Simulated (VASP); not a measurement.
Set up this calculation in VASP 6.6.1, as the native input.

```yaml
Task: single point
Functional: LDA
Potentials_or_basis: VASP PAW LDA potentials, release 64 (Ti_sv, Al)
Cutoff: 520 eV
k_mesh: 6 × 6 × 6
Occupations: gaussian, width 0.1 eV
Spin: no spin polarisation
Dipole_correction: no
Further_INCAR_settings: ALGO = Normal; EDIFF = 1e-06; NBANDS = 14
```

The structure of TiAl (vib) lies in POSCAR:

```
TiAl
1.0
    3.1790640000      0.0000000000      0.0000000000
    0.0000000000      3.1790640000      0.0000000000
    0.0000000000      0.0000000000      3.1790640000
Ti Al
1 1
Direct
    0.0000000000      0.0000000000      0.0000000000
    0.5000000000      0.5000000000      0.5000000000
```

One way to write it, as run:

INCAR

```
SYSTEM = TiAl
ALGO = Normal
EDIFF = 1E-6
ENCUT = 520
ISIF = 2
ISMEAR = 0
LASPH = .TRUE.
LCHARG = .FALSE.
LREAL = .FALSE.
LWAVE = .FALSE.
NBANDS = 14
NELM = 80
PREC = Accurate
SIGMA = 0.1
```

KPOINTS

```
k-points
0
G
  6 6 6
  0 0 0
```

Potentials or basis: VASP PAW LDA potentials, release 64 (Ti_sv, Al).

The run is started by

```bash
$ cat potpaw_LDA.64/Ti_sv/POTCAR potpaw_LDA.64/Al/POTCAR > POTCAR
$ mpirun -np 1 vasp_std > vasp.out
```

Results of the run:

```yaml
Pressure: -6.0 GPa
```

It took 2.3 s on 1 thread of Intel(R) Xeon(R) 6975P-C (Granite Rapids) (shared host), peak memory 0.12 GiB.
